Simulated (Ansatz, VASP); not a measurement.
Two plane-wave programs on TaC

```
Ta C
1.0
     0.00000    2.06365    2.06365
     2.06365    0.00000    2.06365
     2.06365    2.06365    0.00000
Ta C
1 1
Cartesian
  0.0000 0.0000 0.0000
  2.0637 2.0637 2.0637
```

Change from the starting cell: volume scaled by 0.8, PAW files.

Alike in both runs: task electric field gradients; functional PBE; k mesh 14 × 14 × 14; occupations fermi-dirac, width 0.05 eV; no spin polarisation.

|  | VASP | Ansatz |
| --- | --- | --- |
| version | VASP 6.6.1 | Ansatz 0.2.0 |
| potentials or method | VASP PAW PBE potentials, release 64 (Ta_pv, C) | PAW with Ansatz's default frozen-core files, scalar-relativistic |
| plane-wave cutoff (eV) | 520 | 420 |
| valence electrons in the cell | 15 | 17 |

|  | VASP | Ansatz | Ansatz less VASP |
| --- | --- | --- | --- |
| pressure (GPa) | 132.7 | 130.3 | -2.36 |

Both programs put the cell under a high pressure, so it lies far from rest at this level. With one functional, cell and mesh, what is left measures potentials, basis and numerics. VASP's potentials hold 15 valence electrons a cell and Ansatz's 17, so a difference there can come from the potentials and not from the codes.

Neither program's run includes spin-orbit coupling. Noted on VASP's run: the cell as given lies far from equilibrium.
